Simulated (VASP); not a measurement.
Set up this calculation in VASP 6.6.1, as the native input.

| Quantity | Value |
| --- | --- |
| Task | single point |
| Functional | r2SCAN |
| Potentials or basis | VASP PAW PBE potentials, release 64 (W_sv, Si) |
| Cutoff | 520 eV |
| k mesh | 14 × 14 × 14 |
| Occupations | gaussian, width 0.1 eV |
| Spin | collinear spin |
| Starting moments | [2.5, 0.0] μB |
| Dipole correction | no |
| Further INCAR settings | ALGO = Normal; EDIFF = 1e-06; NBANDS = 20 |

Crystal: SiW.

```
W Si
1.0
     0.00000    2.76318    2.76318
     2.76318    0.00000    2.76318
     2.76318    2.76318    0.00000
W Si
1 1
Direct
  0.00000 0.00000 0.00000
  0.25000 0.25000 0.25000
```

These files were run (other wordings do the same):

POSCAR

```
SiW
1.0
    0.0000000000      2.7631810472      2.7631810472
    2.7631810472      0.0000000000      2.7631810472
    2.7631810472      2.7631810472      0.0000000000
W Si
1 1
Direct
    0.0000000000      0.0000000000      0.0000000000
    0.2500000000      0.2500000000      0.2500000000
```

INCAR.step1

```
SYSTEM = SiW
ALGO = Normal
EDIFF = 1E-4
ENCUT = 520
GGA = PE
ISMEAR = 0
ISPIN = 2
LASPH = .True.
LCHARG = .False.
LMAXMIX = 4
LREAL = .False.
LWAVE = .True.
MAGMOM = 2.5 0
NBANDS = 20
NELM = 150
PREC = Accurate
SIGMA = 0.1
```

INCAR.step2

```
SYSTEM = SiW
ALGO = Normal
EDIFF = 1E-6
ENCUT = 520
ISIF = 2
ISMEAR = 0
ISPIN = 2
ISTART = 1
LASPH = .True.
LCHARG = .True.
LELF = .True.
LMAXMIX = 4
LMIXTAU = .True.
LORBIT = 11
LREAL = .False.
LVHAR = .True.
LWAVE = .False.
MAGMOM = 2.5 0
METAGGA = R2SCAN
NBANDS = 20
NELM = 150
PREC = Accurate
SIGMA = 0.1
```

KPOINTS

```
k-points
0
Gamma
  14 14 14
  0 0 0
```

Potentials or basis: VASP PAW PBE potentials, release 64 (W_sv, Si).

Launch:

```sh
$ cat potpaw_PBE.64/W_sv/POTCAR potpaw_PBE.64/Si/POTCAR > POTCAR
$ cp INCAR.step1 INCAR
$ mpirun -np 1 vasp_std > vasp.out
$ cp INCAR.step2 INCAR
$ mpirun -np 1 vasp_std > vasp.out
```

Results of the run:

- Pressure: 1.9 GPa
- Band gap on the k mesh: zero (filled and empty bands overlap)
- Net moment: 0.00 μB per cell
- Valence electrons inside the program's atomic spheres: W 11.99; Si 1.85

Caveat: the PAW data sets were made with another functional, which shifts forces and pressure a little; spin-orbit coupling is left out, which moves the levels of the heavy elements.

Run time: 7.1 min on 1 thread of Intel(R) Xeon(R) 6975P-C (Granite Rapids), on a shared host, peak memory 0.28 GiB.
